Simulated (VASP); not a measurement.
Au:

```
CELL_PARAMETERS angstrom
0.00000 2.03500 2.03500
2.03500 0.00000 2.03500
2.03500 2.03500 0.00000
ATOMIC_POSITIONS crystal
Au 0.00000 0.00000 0.00000
```

| Property | Result |
| --- | --- |
| Program | VASP 6.6.1 |
| Task | relaxation of cell and atoms |
| Functional | PBE-based screened hybrid with 25 % exact exchange |
| Potentials or basis | VASP PAW PBE potentials, release 64 (Au) |
| Cutoff | 600 eV |
| k mesh | 6 × 6 × 6 |
| Occupations | fermi-dirac, width 0.05 eV |
| Spin | no spin polarisation |

At the start: pressure 8.8 GPa; volume 16.85 Å³/atom.

Where does the relaxation end?

Over 4 steps the energy falls by 23.5 meV/atom and the volume is 17.76 Å³/atom (+5.3 %); space group Fm-3m (No. 225, to 0.1 Å) before and after.

The path:
```tsv
step	energy change (eV)	largest force (eV/Å)	pressure (GPa)	volume (Å³)
1	0.0000	0.0000	8.83	16.85
2	0.0218	0.0000	-8.89	19.22
3	-0.0235	0.0000	-0.12	17.77
4	-0.0235	0.0000	0.03	17.76
```

Final structure:
```yaml
crystal:
  lattice:
    - [0.00000, 2.07061, 2.07061]
    - [2.07061, 0.00000, 2.07061]
    - [2.07061, 2.07061, 0.00000]
  atoms:
    - { symbol: Au, position: [0.00000, 0.00000, 0.00000] }
```

Caveat: the k points lie up to 0.44 Å⁻¹ apart in the final cell, too coarse for converged energies and pressures of a metal; the PAW data sets were made with another functional, which shifts forces and pressure a little.
